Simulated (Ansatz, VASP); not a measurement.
# One calculation of HfO2, two programs

File INCAR:

```
PREC = Accurate ; ENCUT = 600
EDIFF = 1E-7 ; ISMEAR = -1
SIGMA = 0.02 ; LREAL = False
LASPH = True ; NELM = 120
ALGO = Normal ; ISIF = 3
LWAVE = False ; LCHARG = False
GGA = PS ; IBRION = 2
NSW = 80 ; EDIFFG = -0.01
GGA_COMPAT = False ; NELMIN = 4
```

File KPOINTS:

```
regular mesh
0
Gamma
  10 10 10
```

Contents of POSCAR:

```
HfO2
1.0
    0.0000000000      2.5575000000      2.5575000000
    2.5575000000      0.0000000000      2.5575000000
    2.5575000000      2.5575000000      0.0000000000
Hf O
1 2
Direct
    0.0000000000      0.0000000000      0.0000000000
    0.2500000000      0.2500000000      0.2500000000
    0.7500000000      0.7500000000      0.7500000000
```

Input for Ansatz:

```yaml
crystal:
  lattice:
    - [0.0, 2.5575, 2.5575]
    - [2.5575, 0.0, 2.5575]
    - [2.5575, 2.5575, 0.0]
  atoms:
    - { symbol: Hf, position: [0.0, 0.0, 0.0] }
    - { symbol: O, position: [0.25, 0.25, 0.25] }
    - { symbol: O, position: [0.75, 0.75, 0.75] }
  symmetry: { tolerance: 0.0003 }
hamiltonian:
  xc: pbesol
  pseudopotentials: { kind: paw, azcp: { folder: soft_1 } }
basis:
  ecutwfc: 420
magnetization:
  spin_polarized: false
scf:
  occupations: { method: fermi_dirac, width: 0.02 }
kpoints:
  mp_grid: { grid: [10, 10, 10], shift: [0, 0, 0] }
output:
  forces: true
  stress: true
  eigenvalues: true
relax:
  max_steps: 60
  cell: {}
```

Alike in both runs: task relaxation of cell and atoms; functional PBEsol; k mesh 10 × 10 × 10; occupations fermi-dirac, width 0.02 eV; no spin polarisation.

|  | VASP | Ansatz |
| --- | --- | --- |
| version | VASP 6.6.1 | Ansatz 0.2.0 |
| potentials or method | VASP PAW PBE potentials, release 64 (Hf_pv, O), cutoff 600 eV | PAW plane waves |
| valence electrons in the cell | 22 | 38 |

VASP gave:

```
gap on the k mesh at the Fermi level, each at its own relaxed structure (eV)  : 3.75
relaxed volume (Å³/atom)                                                      : 10.53
relaxed length of the cell vector where the two differ most in proportion (Å) : 3.549
```

Problem. What did Ansatz give for the same quantities?

Solution. gap on the k mesh at the Fermi level, each at its own relaxed structure (eV): 3.69; relaxed volume (Å³/atom): 10.70; relaxed length of the cell vector where the two differ most in proportion (Å): 3.567.

VASP's potentials were made for PBE, not for PBEsol, and Ansatz warns of the same on its side. VASP's potentials hold 22 valence electrons a cell and Ansatz's 38, so a difference there can come from the potentials and not from the codes.

Spin-orbit coupling is off throughout.
